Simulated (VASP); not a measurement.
# Ru: single point with PBE

The system is Ru.

```
CELL_PARAMETERS angstrom
0.13336 1.99558 1.99558
1.99558 0.13336 1.99558
1.99558 1.99558 0.13336
ATOMIC_POSITIONS crystal
Ru 0.00000 0.00000 0.00000
```

- Program: VASP 6.6.1
- Task: single point
- Functional: PBE
- Potentials or basis: VASP PAW PBE potentials, release 64 (Ru_pv)
- Cutoff: 520 eV
- k mesh: 20 × 20 × 20
- Occupations: gaussian, width 0.15 eV
- Spin: no spin polarisation
- Dipole correction: no
- Further INCAR settings: ALGO = Fast; EDIFF = 1e-07; NBANDS = 13

| Item | Value |
| --- | --- |
| Pressure | -5.5 GPa |
| Band gap on the k mesh | zero (band 7 reaches 13.82 eV, above the bottom of band 8 at 10.62 eV) |

Stress tensor (GPa, compression positive):
```
 -5.49 -13.96 -13.96
-13.96  -5.49 -13.96
-13.96 -13.96  -5.49
```

Levels at points of the mesh, in eV from the Fermi level:
```csv
k point,band 5,band 6,band 7,band 8,band 9,band 10
"(0.00, 0.00, 0.00)",-3.30,-2.13,-2.13,0.02,0.02,10.61
"(0.50, 0.00, 0.00)",-3.31,-1.83,1.07,1.36,2.15,10.01
"(0.50, 0.50, 0.00)",-5.54,1.31,1.96,2.33,3.55,10.60
"(0.50, 0.50, 0.50)",-2.37,-2.37,0.00,1.40,1.40,7.92
```

It took 83 s on 1 thread of Intel(R) Xeon(R) Platinum 8488C (Sapphire Rapids) (shared host), peak memory 0.26 GiB.
